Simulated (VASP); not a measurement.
# NaRh (P-6m2) in VASP: a series of runs

Runs on NaRh. Level: PBE. Tasks: single point, relaxation of cell and atoms.

Program: VASP 6.6.1. These are calculated values, not measurements. Logs are shortened: lines on timing, memory, paths and dates and some standing lists are left out, and cuts for length are marked.

## Step 1: The cell of the first run

It takes space group P-6m2 (No. 187, hexagonal). Conventional cell: a = 2.763 Å, b = 2.763 Å, c = 5.012 Å, α = 90.00°, β = 90.00°, γ = 120.00°. Within 3.6 Å of Na (site symmetry -6m2) lie 6 Na at 2.76 Å and 6 Rh at 2.97 Å. Rh (site symmetry -6m2) has 6 Rh at 2.76 Å and 6 Na at 2.97 Å within 3.6 Å.

## Step 2: Single point, PBE

INCAR

```
SYSTEM = NaRh
  ALGO = Normal
  EDIFF = 1E-6
  ENCUT = 520
  GGA = PE
  ISIF = 2
  ISMEAR = 0
  LASPH = .True.
  LCHARG = .False.
  LREAL = .False.
  LWAVE = .False.
  NBANDS = 18
  NELM = 100
  PREC = Accurate
  SIGMA = 0.1
```

KPOINTS

```
k-points
0
Gamma
  24 24 12
  0 0 0
```

POSCAR

```
NaRh
1.0
    2.7634287096      0.0000000000      0.0000000000
   -1.3817143548      2.3931994641      0.0000000000
    0.0000000000      0.0000000000      5.0116757452
Na Rh
1 1
Direct
    0.0000000000      0.0000000000      0.0000000000
    0.3333333333      0.6666666667      0.5000000000
```

Potentials or basis: VASP PAW PBE potentials, release 64 (Na_pv, Rh_pv).

Started as:

```bash
cat potpaw_PBE.64/Na_pv/POTCAR potpaw_PBE.64/Rh_pv/POTCAR > POTCAR
mpirun -np 1 vasp_std > vasp.out
```

OUTCAR:

```text
SYSTEM = NaRh
   EDIFF = 1E-6
   ENCUT = 520
   GGA = PE
   ISIF = 2
   ISMEAR = 0
   LASPH = .True.
   LREAL = .False.
   NELM = 100
   PREC = Accurate

 ion  position               nearest neighbor table
   1  0.000  0.000  0.000-   2 2.97   2 2.97   2 2.97   2 2.97   2 2.97   2 2.97
   2  0.333  0.667  0.500-   1 2.97   1 2.97   1 2.97   1 2.97   1 2.97   1 2.97

  LATTYP: Found a hexagonal cell.
 ALAT       =     2.7634287096
 C/A-ratio  =     1.8135715706

  Lattice vectors:

 A1 = (   2.7634287096,   0.0000000000,   0.0000000000)
 A2 = (  -1.3817143548,   2.3931994641,   0.0000000000)
 A3 = (   0.0000000000,   0.0000000000,   5.0116757452)

Analysis of symmetry for initial positions (statically):
=====================================================================
 Subroutine PRICEL returns:
 Original cell was already a primitive cell.

 Routine SETGRP: Setting up the symmetry group for a
 hexagonal supercell.

 Subroutine GETGRP returns: Found 12 space group operations
 (whereof 12 operations were pure point group operations)
 out of a pool of 24 trial point group operations.

The static configuration has the point symmetry D_3h.

Analysis of symmetry for dynamics (positions and initial velocities):
=====================================================================
 Subroutine PRICEL returns:
 Original cell was already a primitive cell.

 Routine SETGRP: Setting up the symmetry group for a
 hexagonal supercell.

 Subroutine GETGRP returns: Found 12 space group operations
 (whereof 12 operations were pure point group operations)
 out of a pool of 24 trial point group operations.

The dynamic configuration has the point symmetry D_3h.

 Subroutine INISYM returns: Found 12 space group operations
 (whereof 12 operations are pure point group operations),
 and found     1 'primitive' translations

----------------------------------------------------------------------------------------

                                     Primitive cell

  volume of cell :      33.1444

  direct lattice vectors                    reciprocal lattice vectors
     2.763428710  0.000000000  0.000000000     0.361869295  0.208925335  0.000000000
    -1.381714355  2.393199464  0.000000000     0.000000000  0.417850670  0.000000000
     0.000000000  0.000000000  5.011675745     0.000000000  0.000000000  0.199534058

  length of vectors
     2.763428710  2.763428710  5.011675745     0.417850670  0.417850670  0.199534058

  position of ions in fractional coordinates (direct lattice)
     0.000000000  0.000000000  0.000000000
     0.333333333  0.666666667  0.500000000

  ion indices of the primitive-cell ions
   primitive index   ion index
                 1           1
                 2           2

----------------------------------------------------------------------------------------

 KPOINTS: k-points

Automatic generation of k-mesh.
 Grid dimensions read from file:
 generate k-points for:   24   24   12

 Generating k-lattice:

  Cartesian coordinates                     Fractional coordinates (reciprocal lattice)
     0.015077887  0.008705222  0.000000000     0.041666667 -0.000000000  0.000000000
     0.000000000  0.017410445  0.000000000     0.000000000  0.041666667  0.000000000
     0.000000000  0.000000000  0.016627838     0.000000000  0.000000000  0.083333333

  Length of vectors
     0.017410445  0.017410445  0.016627838

  Shift w.r.t. Gamma in fractional coordinates (k-lattice)
     0.000000000  0.000000000  0.000000000

 Subroutine IBZKPT returns following result:
 ===========================================

 Found    427 irreducible k-points:

 Following reciprocal coordinates:
            Coordinates               Weight
  0.000000  0.000000  0.000000      1.000000
  0.041667  0.000000  0.000000      6.000000
  0.083333  0.000000  0.000000      6.000000
  0.125000  0.000000  0.000000      6.000000
  0.166667  0.000000  0.000000      6.000000
  0.208333  0.000000  0.000000      6.000000
[... 16 lines left out ...]
  0.416667  0.041667  0.000000     12.000000
  0.458333  0.041667  0.000000     12.000000
 [... further k-points ...]
   k-points           NKPTS =    427   k-points in BZ     NKDIM =    427   number of bands    NBANDS=     18
   number of dos      NEDOS =    301   number of ions     NIONS =      2
   total plane-waves  NPLWV =  23040
   dimension x,y,z NGX =    24 NGY =   24 NGZ =   40
   dimension x,y,z NGXF=    48 NGYF=   48 NGZF=   80
   ions per type =               1   1
   NGX,Y,Z   is equivalent  to a cutoff of  14.44, 14.44, 13.27 a.u.
   NGXF,Y,Z  is equivalent  to a cutoff of  28.88, 28.88, 26.54 a.u.
 SYSTEM =  NaRh
   PREC   = accura    normal or accurate (medium, high low for compatibility)
   ISTART =      0    job   : 0-new  1-cont  2-samecut
   ICHARG =      2    charge: 1-file 2-atom 10-const
   ISPIN  =      1    spin polarized calculation?
   LNONCOLLINEAR =      F non collinear calculations
   LSORBIT =      F    spin-orbit coupling
   LASPH  =      T    aspherical Exc in radial PAW
   ENCUT  =  520.0 eV  38.22 Ry    6.18 a.u.   5.14  5.14  9.32*2*pi/ulx,y,z
   NELM   =    100;   NELMIN=  2; NELMDL= -5     # of ELM steps
   EDIFF  = 0.1E-05   stopping-criterion for ELM
   LREAL  =      F    real-space projection
   EDIFFG = 0.1E-04   stopping-criterion for IOM
   NSW    =      0    number of steps for IOM
   IBRION =     -1    ionic relax: 0-MD 1-quasi-New 2-CG
   NFREE  =      0    steps in history (QN), initial steepest desc. (CG)
   ISIF   =      2    stress and relaxation
   ISYM   =      2    0-nonsym 1-usesym 2-fastsym
   POTIM  = 0.5000    time-step for ionic-motion
   TEBEG  =    0.0;   TEEND  =   0.0 temperature during run
   PSTRESS=    0.0 pullay stress
   NELECT =      22.0000    total number of electrons
   NUPDOWN=      -1.0000    fix difference up-down
   EMIN   =  10.00;   EMAX   =-10.00  energy-range for DOS
   EFERMI =   0.00;   METHOD = LEGACY
   ISMEAR =     0;   SIGMA  =   0.10  broadening in eV -4-tet -1-fermi 0-gaus
   EFERMI_NEDOS =   21; number of points for ismear=-14 and -15
   IALGO  =     38    algorithm
   IMIX   =      4    mixing-type and parameters
     AMIX     =   0.40;   BMIX     =  1.00
     AMIX_MAG =   1.60;   BMIX_MAG =  1.00
  volume/ion in A,a.u.               =      16.57       111.83
  Fermi-wavevector in a.u.,A,eV,Ry     =   1.428057  2.698637 27.747016  2.039348
  Thomas-Fermi vector in A             =   2.548160
   LORBIT       =      0    0 simple, 1 ext, 2 COOP (PROOUT), +10 PAW based schemes
   GGA     = PE    functional components
   LHFCALC =     F    Hartree Fock is set to
   AEXX    =    0.0000 exact exchange contribution
   IVDW    =     0    specifies the selected vdW correction
   LEPSILON=     F    determine dielectric tensor
   LRPA    =     F    only Hartree local field effects (RPA)
 non-spin polarized calculation
 Gauss-broadening in eV      SIGMA  =   0.10
  energy-cutoff  :      520.00
  volume of cell :       33.14
 maximum number of plane-waves:       905
 NGX is ok and might be reduce to    24
   NGX = 11   NGY = 11   NGZ = 19

 number of electron      21.9999992 magnetization

 Free energy of the ion-electron system (eV)
  ---------------------------------------------------
  ext. energy  EPLUGINS =         0.00000000
  ---------------------------------------------------
  free energy    TOTEN  =        -7.96973311 eV

  energy without entropy =       -7.95913672  energy(sigma->0) =       -7.96443491

 E-fermi :   5.7375     XC(G=0): -10.8745

 val. band max:        5.7350460988   @ k =   0.3750   0.0000   0.0833
 cond. band min:       5.7426920759   @ k =   0.3750   0.0833   0.2500
 fundamental gap:      0.0076459771
 Fermi energy:         5.7374771984

 k-point     1 :       0.0000    0.0000    0.0000
  band No.  band energies     occupation
      1     -39.7933      2.00000
      2     -39.7933      2.00000
      3     -39.6894      2.00000
      4     -18.4411      2.00000
      5     -18.3988      2.00000
      6     -18.3988      2.00000
[... 10 lines left out ...]
     17      24.1109      0.00000
     18      24.1109      0.00000

 k-point     2 :       0.0417    0.0000    0.0000
  band No.  band energies     occupation
      1     -39.8006      2.00000
      2     -39.7950      2.00000
      3     -39.6884      2.00000
      4     -18.4398      2.00000
      5     -18.4066      2.00000
      6     -18.4004      2.00000
[... 10 lines left out ...]
     17      23.4601      0.00000
     18      24.0246      0.00000

 k-point     3 :       0.0833    0.0000    0.0000
  band No.  band energies     occupation
      1     -39.8220      2.00000
      2     -39.8002      2.00000
      3     -39.6855      2.00000
      4     -18.4359      2.00000
      5     -18.4292      2.00000
      6     -18.4051      2.00000
[... 10 lines left out ...]
     17      23.2770      0.00000
     18      23.7856      0.00000

 k-point     4 :       0.1250    0.0000    0.0000
  band No.  band energies     occupation
      1     -39.8560      2.00000
      2     -39.8084      2.00000
      3     -39.6808      2.00000
      4     -18.4650      2.00000
      5     -18.4297      2.00000
      6     -18.4125      2.00000
[... 10 lines left out ...]
     17      23.4146      0.00000
     18      23.4376      0.00000

 k-point     5 :       0.1667    0.0000    0.0000
  band No.  band energies     occupation
      1     -39.9001      2.00000
      2     -39.8191      2.00000
      3     -39.6748      2.00000
      4     -18.5113      2.00000
      5     -18.4221      2.00000
      6     -18.4215      2.00000
[... 10 lines left out ...]
     17      23.0221      0.00000
     18      23.2712      0.00000

 k-point     6 :       0.2083    0.0000    0.0000
  band No.  band energies     occupation
      1     -39.9512      2.00000
      2     -39.8315      2.00000
      3     -39.6678      2.00000
      4     -18.5647      2.00000
      5     -18.4334      2.00000
      6     -18.4121      2.00000
[... 10 lines left out ...]
     17      22.5157      0.00000
     18      22.5683      0.00000

 k-point     7 :       0.2500    0.0000    0.0000
  band No.  band energies     occupation
      1     -40.0058      2.00000
      2     -39.8448      2.00000
      3     -39.6602      2.00000
      4     -18.6214      2.00000
      5     -18.4454      2.00000
      6     -18.4019      2.00000
[... 10 lines left out ...]
     17      21.9248      0.00000
     18      22.0960      0.00000

 k-point     8 :       0.2917    0.0000    0.0000
  band No.  band energies     occupation
      1     -40.0600      2.00000
      2     -39.8580      2.00000
      3     -39.6526      2.00000
      4     -18.6775      2.00000
      5     -18.4574      2.00000
      6     -18.3917      2.00000
[... 10 lines left out ...]
     17      21.1242      0.00000
     18      21.6217      0.00000
[... 229 lines left out ...]
     17      20.8378      0.00000
     18      22.4423      0.00000

 k-point    20 :       0.2917    0.0417    0.0000
  band No.  band energies     occupation
      1     -40.0859      2.00000
      2     -39.8679      2.00000
      3     -39.6486      2.00000
      4     -18.7041      2.00000
      5     -18.4668      2.00000
      6     -18.3863      2.00000
[... 10 lines left out ...]
     17      20.1810      0.00000
     18      21.5927      0.00000

 k-point    21 :       0.3333    0.0417    0.0000
  band No.  band energies     occupation
      1     -40.1320      2.00000
      2     -39.8798      2.00000
      3     -39.6421      2.00000
      4     -18.7515      2.00000
      5     -18.4777      2.00000
      6     -18.3774      2.00000
[... 10 lines left out ...]
     17      19.4227      0.00000
     18      20.8248      0.00000

 k-point    22 :       0.3750    0.0417    0.0000
  band No.  band energies     occupation
      1     -40.1695      2.00000
      2     -39.8895      2.00000
      3     -39.6367      2.00000
      4     -18.7899      2.00000
      5     -18.4865      2.00000
      6     -18.3702      2.00000
[... 10 lines left out ...]
     17      18.5352      0.00000
     18      20.2724      0.00000

 k-point    23 :       0.4167    0.0417    0.0000
  band No.  band energies     occupation
      1     -40.1959      2.00000
      2     -39.8964      2.00000
      3     -39.6329      2.00000
      4     -18.8168      2.00000
      5     -18.4928      2.00000
      6     -18.3651      2.00000
[... 10 lines left out ...]
     17      17.6831      0.00000
     18      19.9232      0.00000

 k-point    24 :       0.4583    0.0417    0.0000
  band No.  band energies     occupation
      1     -40.2095      2.00000
      2     -39.8999      2.00000
      3     -39.6309      2.00000
      4     -18.8307      2.00000
      5     -18.4960      2.00000
      6     -18.3624      2.00000
[... 10 lines left out ...]
     17      17.1128      0.00000
     18      19.7507      0.00000

 [... further k-points ...]

------------------------ aborting loop because EDIFF is reached ----------------------------------------

  FORCE on cell =-STRESS in cart. coord.  units (eV):
  Direction    XX          YY          ZZ          XY          YZ          ZX
  --------------------------------------------------------------------------------------
  -------------------------------------------------------------------------------------
  Total        0.0096451      0.0096451      0.0132436      0.0000000      0.0000000      0.0000000
  in kB        0.4662383      0.4662383      0.6401857      0.0000000      0.0000000      0.0000000
  external PRESSURE =       0.5242208 kB  Pullay stress =       0.0000000 kB

 VOLUME and BASIS-vectors are now :
 -----------------------------------------------------------------------------
  energy-cutoff  :      520.00
  volume of cell :       33.14
      direct lattice vectors                 reciprocal lattice vectors
     2.763428710  0.000000000  0.000000000     0.361869295  0.208925335  0.000000000
    -1.381714355  2.393199464  0.000000000     0.000000000  0.417850670  0.000000000
     0.000000000  0.000000000  5.011675745     0.000000000  0.000000000  0.199534058

 POSITION                                       TOTAL-FORCE (eV/Angst)
 -----------------------------------------------------------------------------------
      0.00000      0.00000      0.00000        -0.000000     -0.000000      0.000000
     -0.00000      1.59547      2.50584         0.000000      0.000000      0.000000
 -----------------------------------------------------------------------------------
    total drift:                                0.000000     -0.000000     -0.000000

  FREE ENERGIE OF THE ION-ELECTRON SYSTEM (eV)
  ---------------------------------------------------
  free  energy   TOTEN  =        -7.9697331102 eV

  energy  without entropy=       -7.9591367160  energy(sigma->0) =       -7.96443491
```

Wall time 90 s (1 thread of AMD EPYC 9R45 (Zen 5), shared host); peak memory 0.32 GiB.

What came out:

| Item | Value |
| --- | --- |
| Free energy | -7.9697 eV |
| Pressure | 0.1 GPa |
| Band gap on the k mesh | zero (band 11 reaches 7.00 eV, above the bottom of band 12 at 5.62 eV) |

## Step 3: Relaxation of cell and atoms, PBE

This run uses another cell than the first one, of 16.52 Å³/atom, 0.997 times its volume.

INCAR

```
PREC = Accurate
ENCUT = 600
EDIFF = 1E-7
ISMEAR = 0
SIGMA = 0.1
LREAL = F
LASPH = T
NELM = 100
ALGO = Normal
ISIF = 3
LWAVE = F
LCHARG = F
GGA = PE
IBRION = 2
NSW = 100
EDIFFG = -0.01
```

KPOINTS

```
Automatic mesh
0
Gamma
  24 24 12
```

POSCAR

```
NaRh
1.0
    2.7604224690      0.0000000000      0.0000000000
   -1.3802112345      2.3905959834      0.0000000000
    0.0000000000      0.0000000000      5.0079191567
Na Rh
1 1
Direct
    0.0000000000      0.0000000000      0.0000000000
    0.3333333333      0.6666666667      0.5000000000
```

Potentials or basis: VASP PAW PBE potentials, release 64 (Na_pv, Rh_pv).

Started as:

```bash
cat potpaw_PBE.64/Na_pv/POTCAR potpaw_PBE.64/Rh_pv/POTCAR > POTCAR
mpirun -np 1 vasp_std > vasp.out
```

Run time: 3.5 min. Hardware: 1 thread of AMD EPYC 9R45 (Zen 5), shared host; peak memory 0.35 GiB.

Results (log left out):

```yaml
Free_energy: -7.9696 eV
Relaxed_volume: 16.57 Å³/atom
Relaxed_cell: a = 2.764 Å, b = 2.764 Å, c = 5.012 Å, α = 90.00°, β = 90.00°, γ = 120.00°
Space_group_after_relaxing_to_0.05_Å: P-6m2 (No. 187)
Energy_gained_by_relaxing: 0.0 meV/atom
Ionic_steps: 3
Pressure_after_relaxing: 0.0 GPa
Band_gap_on_the_k_mesh: zero (band 11 reaches 7.00 eV, above the bottom of band 12 at 5.61 eV)
```

Final structure:
```
Na Rh
1.0
     2.76355    0.00000    0.00000
    -1.38178    2.39331    0.00000
     0.00000    0.00000    5.01157
Na Rh
1 1
Direct
  0.00000 0.00000 0.00000
  0.33333 0.66667 0.50000
```

Levels at points of the mesh, in eV from the Fermi level:
| k point | band 7 | band 8 | band 9 | band 10 | band 11 | band 12 | band 13 | band 14 | band 15 |
| --- | --- | --- | --- | --- | --- | --- | --- | --- | --- |
| (0.00, 0.00, 0.00) | -5.53 | -3.30 | -1.70 | -1.70 | 0.22 | 0.22 | 0.84 | 4.12 | 17.01 |
| (0.50, 0.00, 0.00) | -4.01 | -2.86 | -1.21 | -0.36 | 1.26 | 1.59 | 4.86 | 6.34 | 8.09 |
| (0.00, 0.00, 0.50) | -4.92 | -2.70 | -2.13 | -1.70 | -1.70 | 0.22 | 0.22 | 7.97 | 12.42 |
| (0.50, 0.00, 0.50) | -3.99 | -3.04 | -0.84 | -0.36 | 1.26 | 2.43 | 3.23 | 6.37 | 6.73 |

## Step 4: Single point, PBE

This run uses another cell than the first one, of 16.52 Å³/atom, 0.997 times its volume.

INCAR

```
SYSTEM = NaRh
PREC     = Accurate       ! precision mode
ENCUT    = 520            ! plane-wave cutoff, eV
EDIFF    = 1E-6           ! SCF threshold, eV
ISMEAR   = 0              ! smearing method
SIGMA    = 0.1            ! smearing width, eV
LREAL    = .False.        ! projectors in reciprocal space
LASPH    = .True.         ! aspherical terms in the spheres
NELM     = 100            ! most SCF steps
ALGO     = Normal         ! electronic algorithm
ISIF     = 2              ! what is computed and relaxed
LWAVE    = .False.        ! write WAVECAR
LCHARG   = .True.         ! write CHGCAR
GGA      = PE             ! functional
LELF     = .True.         ! ELF
LVHAR    = .True.       
NBANDS   = 18             ! bands
```

KPOINTS

```
Automatic mesh
0
Gamma
  6 6 4
  0 0 0
```

POSCAR is that of step 3.

Started as:

```bash
cat potpaw_PBE.64/Na_pv/POTCAR potpaw_PBE.64/Rh_pv/POTCAR > POTCAR
mpirun -np 1 vasp_std > vasp.out
```

Wall time 7.4 s (1 thread of AMD EPYC 9R45 (Zen 5), shared host); peak memory 0.13 GiB.

The run converged. Its results:

| Item | Value |
| --- | --- |
| Free energy | -7.9618 eV |
| Pressure | 0.1 GPa |
| Band gap on the k mesh | zero (band 11 reaches 6.86 eV, above the bottom of band 12 at 5.77 eV) |

Stress tensor (GPa, compression positive):
```
0.11 0.00 0.00
0.00 0.11 0.00
0.00 0.00 0.20
```

Levels at points of the mesh, in eV from the Fermi level:
```tsv
k point	band 8	band 9	band 10	band 11	band 12	band 13	band 14	band 15
(0.00, 0.00, 0.00)	-3.34	-1.88	-1.88	0.15	0.15	0.85	4.11	16.95
(0.50, 0.00, 0.00)	-2.93	-1.24	-0.43	1.08	1.56	4.83	6.36	8.08
(0.00, 0.00, 0.50)	-2.69	-2.16	-1.88	-1.88	0.14	0.14	7.97	12.42
(0.50, 0.00, 0.50)	-3.11	-0.88	-0.43	1.08	2.38	3.25	6.39	6.69
```

Caveat: the k points lie up to 0.44 Å⁻¹ apart.

(Part 1 of 2 ends here.)
